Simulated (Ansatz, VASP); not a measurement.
**One calculation of Ir, two programs**

```
Ir
1.0
     2.70889    0.00000    0.00000
     0.00000    2.70889    0.00000
     0.00000    0.00000   23.66190
Ir
5
Direct
  0.00000 0.00000 0.34178
  0.50000 0.50000 0.41806
  0.00000 0.00000 0.50000
  0.50000 0.50000 0.58194
  0.00000 0.00000 0.65822
```

Alike in both runs: functional PBEsol; k mesh 13 × 13 × 1; occupations fermi-dirac, width 0.05 eV; no spin polarisation.

Ansatz relaxed the structure, and its values are those at the end. VASP's run is a single point on that final structure, the one shown.

```csv
,VASP,Ansatz
version,VASP 6.6.1,Ansatz 0.2.0
potentials or method,"VASP PAW PBE potentials, release 64 (Ir_sv_GW)","PAW with Ansatz's default frozen-core files, scalar-relativistic"
plane-wave cutoff (eV),420,420
valence electrons in the cell,85,85
```

|  | VASP | Ansatz | Ansatz less VASP |
| --- | --- | --- | --- |
| rms of the force components (eV/Å) | 0.009 | 0.000 | -0.0091 |

VASP's potentials were made for PBE, not for PBEsol. With one functional, cell and mesh, what is left measures potentials, basis and numerics. Ansatz's warnings: stress scf threshold loose.

Neither program's run includes spin-orbit coupling.
